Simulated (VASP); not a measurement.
## Pd: single point with LDA

Crystal: Pd.

```xyz
1
Lattice="0.0000 1.9211 1.9211 1.9211 0.0000 1.9211 1.9211 1.9211 0.0000" Properties=species:S:1:pos:R:3 pbc="T T T"
Pd    0.0000    0.0000    0.0000
```

```
Program                : VASP 6.6.1
Task                   : single point
Functional             : LDA
Potentials or basis    : VASP PAW LDA potentials, release 64 (Pd)
Cutoff                 : 520 eV
k mesh                 : 14 × 14 × 14
Occupations            : gaussian, width 1 eV
Spin                   : no spin polarisation
Dipole correction      : no
Further INCAR settings : ALGO = Normal; EDIFF = 1e-06; NBANDS = 11
```

- Pressure: 2.6 GPa
- Band gap on the k mesh: zero (band 5 reaches 10.60 eV, above the bottom of band 6 at 8.88 eV)

Levels at points of the mesh, in eV from the Fermi level:
```
           k point  band 2  band 3  band 4  band 5  band 6  band 7  band 8  band 9
(0.00, 0.00, 0.00)   -3.33   -3.33   -3.33   -1.60   -1.60   16.87   21.81   21.81
(0.50, 0.00, 0.00)   -3.39   -3.39   -0.30   -0.30    0.58    7.30   16.25   21.03
(0.50, 0.50, 0.00)   -5.75   -0.33    0.04    0.04    2.98   10.85   13.01   13.01
```

Run time: 8.1 s on 1 thread of Intel(R) Xeon(R) Platinum 8488C (Sapphire Rapids), on a shared host, peak memory 0.13 GiB.
